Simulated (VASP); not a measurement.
# Ba (Im-3m) in VASP: further runs, part 2 of 2

VASP 6.6.1.

## 3. Single point, PBEsol (volume scaled by 0.7)

INCAR

```
SYSTEM = Ba
PREC = Accurate
ENCUT = 520
EDIFF = 1E-7
ISMEAR = -1
SIGMA = 0.08
LREAL = .FALSE.
LASPH = .TRUE.
NELM = 80
ALGO = Normal
ISIF = 2
LWAVE = .FALSE.
LCHARG = .TRUE.
GGA = PS
LELF = .TRUE.
LVHAR = .TRUE.
NBANDS = 11
```

KPOINTS

```
regular mesh
0
G
  11 11 11
  0 0 0
```

POSCAR

```
Ba
1.0
   -2.1653400821      2.1653400821      2.1653400821
    2.1653400821     -2.1653400821      2.1653400821
    2.1653400821      2.1653400821     -2.1653400821
Ba
1
Direct
    0.0000000000      0.0000000000      0.0000000000
```

Potentials or basis: VASP PAW PBE potentials, release 64 (Ba_sv).

Launch:

```bash
cat potpaw_PBE.64/Ba_sv/POTCAR > POTCAR
mpirun -np 1 vasp_std > vasp.out
```

OUTCAR:

```text
SYSTEM = Ba
   PREC = Accurate
   ENCUT = 520
   EDIFF = 1E-7
   ISMEAR = -1
   LREAL = .FALSE.
   LASPH = .TRUE.
   NELM = 80
   ISIF = 2
   GGA = PS

 ion  position               nearest neighbor table
   1  0.000  0.000  0.000-

  LATTYP: Found a body centered cubic cell.
 ALAT       =     4.3306801642

  Lattice vectors:

 A1 = (  -2.1653400821,   2.1653400821,   2.1653400821)
 A2 = (   2.1653400821,  -2.1653400821,   2.1653400821)
 A3 = (   2.1653400821,   2.1653400821,  -2.1653400821)

Analysis of symmetry for initial positions (statically):
=====================================================================
 Subroutine PRICEL returns:
 Original cell was already a primitive cell.

 Routine SETGRP: Setting up the symmetry group for a
 body centered cubic supercell.

 Subroutine GETGRP returns: Found 48 space group operations
 (whereof 48 operations were pure point group operations)
 out of a pool of 48 trial point group operations.

The static configuration has the point symmetry O_h .

Analysis of symmetry for dynamics (positions and initial velocities):
=====================================================================
 Subroutine PRICEL returns:
 Original cell was already a primitive cell.

 Routine SETGRP: Setting up the symmetry group for a
 body centered cubic supercell.

 Subroutine GETGRP returns: Found 48 space group operations
 (whereof 48 operations were pure point group operations)
 out of a pool of 48 trial point group operations.

The dynamic configuration has the point symmetry O_h .

 Subroutine INISYM returns: Found 48 space group operations
 (whereof 48 operations are pure point group operations),
 and found     1 'primitive' translations

----------------------------------------------------------------------------------------

                                     Primitive cell

  volume of cell :      40.6105

  direct lattice vectors                    reciprocal lattice vectors
    -2.165340082  2.165340082  2.165340082     0.000000000  0.230910610  0.230910610
     2.165340082 -2.165340082  2.165340082     0.230910610  0.000000000  0.230910610
     2.165340082  2.165340082 -2.165340082     0.230910610  0.230910610  0.000000000

  length of vectors
     3.750479038  3.750479038  3.750479038     0.326556917  0.326556917  0.326556917

  position of ions in fractional coordinates (direct lattice)
     0.000000000  0.000000000  0.000000000

  ion indices of the primitive-cell ions
   primitive index   ion index
                 1           1

----------------------------------------------------------------------------------------

 KPOINTS: regular mesh

Automatic generation of k-mesh.
 Grid dimensions read from file:
 generate k-points for:   11   11   11

 Generating k-lattice:

  Cartesian coordinates                     Fractional coordinates (reciprocal lattice)
     0.000000000  0.020991874  0.020991874     0.090909091  0.000000000  0.000000000
     0.020991874  0.000000000  0.020991874     0.000000000  0.090909091  0.000000000
     0.020991874  0.020991874  0.000000000     0.000000000  0.000000000  0.090909091

  Length of vectors
     0.029686992  0.029686992  0.029686992

  Shift w.r.t. Gamma in fractional coordinates (k-lattice)
     0.000000000  0.000000000  0.000000000

 Subroutine IBZKPT returns following result:
 ===========================================

 Found     56 irreducible k-points:

 Following reciprocal coordinates:
            Coordinates               Weight
  0.000000  0.000000  0.000000      1.000000
  0.090909  0.000000  0.000000     12.000000
  0.181818  0.000000  0.000000     12.000000
  0.272727  0.000000  0.000000     12.000000
  0.363636  0.000000  0.000000     12.000000
  0.454545  0.000000  0.000000     12.000000
[... 16 lines left out ...]
  0.272727  0.181818  0.090909     48.000000
  0.363636  0.181818  0.090909     24.000000
 [... further k-points ...]
   k-points           NKPTS =     56   k-points in BZ     NKDIM =     56   number of bands    NBANDS=     11
   number of dos      NEDOS =    301   number of ions     NIONS =      1
   total plane-waves  NPLWV =  21952
   dimension x,y,z NGX =    28 NGY =   28 NGZ =   28
   dimension x,y,z NGXF=    56 NGYF=   56 NGZF=   56
   ions per type =               1
   NGX,Y,Z   is equivalent  to a cutoff of  12.41, 12.41, 12.41 a.u.
   NGXF,Y,Z  is equivalent  to a cutoff of  24.82, 24.82, 24.82 a.u.
 SYSTEM =  Ba
   PREC   = accura    normal or accurate (medium, high low for compatibility)
   ISTART =      0    job   : 0-new  1-cont  2-samecut
   ICHARG =      2    charge: 1-file 2-atom 10-const
   ISPIN  =      1    spin polarized calculation?
   LNONCOLLINEAR =      F non collinear calculations
   LSORBIT =      F    spin-orbit coupling
   LASPH  =      T    aspherical Exc in radial PAW
   ENCUT  =  520.0 eV  38.22 Ry    6.18 a.u.   6.97  6.97  6.97*2*pi/ulx,y,z
   NELM   =     80;   NELMIN=  2; NELMDL= -5     # of ELM steps
   EDIFF  = 0.1E-06   stopping-criterion for ELM
   LREAL  =      F    real-space projection
   EDIFFG = 0.1E-05   stopping-criterion for IOM
   NSW    =      0    number of steps for IOM
   IBRION =     -1    ionic relax: 0-MD 1-quasi-New 2-CG
   NFREE  =      0    steps in history (QN), initial steepest desc. (CG)
   ISIF   =      2    stress and relaxation
   ISYM   =      2    0-nonsym 1-usesym 2-fastsym
   POTIM  = 0.5000    time-step for ionic-motion
   TEBEG  =    0.0;   TEEND  =   0.0 temperature during run
   PSTRESS=    0.0 pullay stress
   NELECT =      10.0000    total number of electrons
   NUPDOWN=      -1.0000    fix difference up-down
   EMIN   =  10.00;   EMAX   =-10.00  energy-range for DOS
   EFERMI =   0.00;   METHOD = LEGACY
   ISMEAR =    -1;   SIGMA  =   0.08  broadening in eV -4-tet -1-fermi 0-gaus
   EFERMI_NEDOS =   21; number of points for ismear=-14 and -15
   IALGO  =     38    algorithm
   IMIX   =      4    mixing-type and parameters
     AMIX     =   0.40;   BMIX     =  1.00
     AMIX_MAG =   1.60;   BMIX_MAG =  1.00
  volume/ion in A,a.u.               =      40.61       274.05
  Fermi-wavevector in a.u.,A,eV,Ry     =   1.026113  1.939073 14.325694  1.052909
  Thomas-Fermi vector in A             =   2.159989
   LORBIT       =      0    0 simple, 1 ext, 2 COOP (PROOUT), +10 PAW based schemes
   GGA     = PS    functional components
   LHFCALC =     F    Hartree Fock is set to
   AEXX    =    0.0000 exact exchange contribution
   IVDW    =     0    specifies the selected vdW correction
   LEPSILON=     F    determine dielectric tensor
   LRPA    =     F    only Hartree local field effects (RPA)
 non-spin polarized calculation
  energy-cutoff  :      520.00
  volume of cell :       40.61
 maximum number of plane-waves:      1112
   NGX = 13   NGY = 13   NGZ = 13

 number of electron      10.0000000 magnetization

 number of electron       9.9999999 magnetization

 Free energy of the ion-electron system (eV)
  ---------------------------------------------------
  ext. energy  EPLUGINS =         0.00000000
  ---------------------------------------------------
  free energy    TOTEN  =        -1.90604947 eV

  energy without entropy =       -1.88045341  energy(sigma->0) =       -1.89325144

 E-fermi :   3.3097     XC(G=0):  -9.0880

 val. band max:        3.2839804882   @ k =  -0.4545   0.4545   0.2727
 cond. band min:       3.3185020508   @ k =  -0.2727   0.3636   0.1818
 fundamental gap:      0.0345215626
 Fermi energy:         3.3097027308

 k-point     1 :       0.0000    0.0000    0.0000
  band No.  band energies     occupation
      1     -25.1049      2.00000
      2      -9.4579      2.00000
      3      -9.4579      2.00000
      4      -9.4579      2.00000
      5       0.5886      2.00000
      6       5.5360      0.00000
      7       5.5360      0.00000
      8       5.5360      0.00000
      9       7.6918      0.00000
     10       7.6918      0.00000
     11      11.5209      0.00000
[... 309 lines left out ...]
 k-point    24 :       0.3636    0.1818    0.0909
  band No.  band energies     occupation
      1     -24.8284      2.00000
      2     -10.8614      2.00000
      3     -10.2430      2.00000
      4      -9.7699      2.00000
      5       3.1578      1.73964
      6       3.9176      0.00100
      7       5.4833      0.00000
      8       8.3074      0.00000
      9       8.8572      0.00000
     10      11.3299      0.00000
     11      12.1310      0.00000

 [... further k-points ...]

------------------------ aborting loop because EDIFF is reached ----------------------------------------

  FORCE on cell =-STRESS in cart. coord.  units (eV):
  Direction    XX          YY          ZZ          XY          YZ          ZX
  --------------------------------------------------------------------------------------
  -------------------------------------------------------------------------------------
  Total        1.4402981      1.4402981      1.4402981      0.0000000      0.0000000      0.0000000
  in kB       56.8230635     56.8230635     56.8230635      0.0000000      0.0000000      0.0000000
  external PRESSURE =      56.8230635 kB  Pullay stress =       0.0000000 kB

 VOLUME and BASIS-vectors are now :
 -----------------------------------------------------------------------------
  energy-cutoff  :      520.00
  volume of cell :       40.61
      direct lattice vectors                 reciprocal lattice vectors
    -2.165340082  2.165340082  2.165340082     0.000000000  0.230910610  0.230910610
     2.165340082 -2.165340082  2.165340082     0.230910610  0.000000000  0.230910610
     2.165340082  2.165340082 -2.165340082     0.230910610  0.230910610  0.000000000

 POSITION                                       TOTAL-FORCE (eV/Angst)
 -----------------------------------------------------------------------------------
      0.00000      0.00000      0.00000        -0.000000      0.000000     -0.000000
 -----------------------------------------------------------------------------------
    total drift:                               -0.000000     -0.000000     -0.000000

  FREE ENERGIE OF THE ION-ELECTRON SYSTEM (eV)
  ---------------------------------------------------
  free  energy   TOTEN  =        -1.9060494698 eV

  energy  without entropy=       -1.8804534144  energy(sigma->0) =       -1.89325144
```

OSZICAR:

```text
N       E                     dE             d eps       ncg     rms          rms(c)
DAV:   1     0.483645661094E+02    0.48365E+02   -0.48528E+03  1232   0.802E+02
DAV:   2     0.127132324129E-01   -0.48352E+02   -0.46842E+02  1451   0.144E+02
DAV:   3    -0.191018286088E+01   -0.19229E+01   -0.19041E+01  1599   0.274E+01
DAV:   4    -0.194458093160E+01   -0.34398E-01   -0.34358E-01  1436   0.360E+00
DAV:   5    -0.194575638603E+01   -0.11755E-02   -0.11754E-02  1651   0.469E-01    0.350E+00
DAV:   6    -0.191753705457E+01    0.28219E-01   -0.28614E-02  1553   0.116E+00    0.195E+00
DAV:   7    -0.190612279862E+01    0.11414E-01   -0.34051E-02  1837   0.122E+00    0.171E-01
DAV:   8    -0.190606172238E+01    0.61076E-04   -0.68109E-04  1406   0.196E-01    0.126E-02
DAV:   9    -0.190604993179E+01    0.11791E-04   -0.25996E-05  1467   0.363E-02    0.650E-03
DAV:  10    -0.190604944730E+01    0.48449E-06   -0.10537E-06  1495   0.774E-03    0.105E-03
DAV:  11    -0.190604946983E+01   -0.22534E-07   -0.33784E-08   865   0.155E-03
   1 F= -.19060495E+01 E0= -.18932514E+01  d E =-.255961E-01
```

Wall time 9 s (1 thread of Intel Xeon 6975P-C (Granite Rapids), shared host); peak memory 0.16 GiB.

What came out:

| Property | Result |
| --- | --- |
| Free energy | -1.9060 eV |
| Pressure | 5.7 GPa |
| Band gap on the k mesh | zero (band 5 reaches 3.99 eV, above the bottom of band 6 at 2.01 eV) |

Caveat: the PAW data sets were made with another functional, which shifts forces and pressure a little; spin-orbit coupling is left out, which moves the levels of the heavy elements.

## 4. Single point, PBEsol (volume scaled by 0.7)

INCAR

```
ALGO = Normal ; EDIFF = 1E-7
ENCUT = 520 ; GGA = PS
ISIF = 2 ; ISMEAR = -1
LASPH = T ; LCHARG = F
LREAL = F ; LWAVE = F
NBANDS = 11 ; NELM = 60
PREC = Accurate ; SIGMA = 0.08
```

KPOINTS

```
k-points
0
Gamma
  11 11 11
```

POSCAR is that of step 3.

Launch:

```bash
cat potpaw_PBE.64/Ba_sv/POTCAR > POTCAR
mpirun -np 1 vasp_std > vasp.out
```

Run time: 7.9 s. Hardware: 1 thread of Intel Xeon 6975P-C (Granite Rapids), shared host; peak memory 0.17 GiB.

The run converged. Its results:

| Quantity | Value |
| --- | --- |
| Free energy | -1.9060 eV |
| Pressure | 5.7 GPa |
| Band gap on the k mesh | zero (band 5 reaches 3.99 eV, above the bottom of band 6 at 2.01 eV) |

Levels at points of the mesh, in eV from the Fermi level:
| k point | band 1 | band 2 | band 3 | band 4 | band 5 | band 6 | band 7 | band 8 | band 9 | band 10 |
| --- | --- | --- | --- | --- | --- | --- | --- | --- | --- | --- |
| (0.00, 0.00, 0.00) | -28.41 | -12.77 | -12.77 | -12.77 | -2.72 | 2.23 | 2.23 | 2.23 | 4.38 | 4.38 |

Caveat: the PAW data sets were made with another functional, which shifts forces and pressure a little; spin-orbit coupling is left out, which moves the levels of the heavy elements.
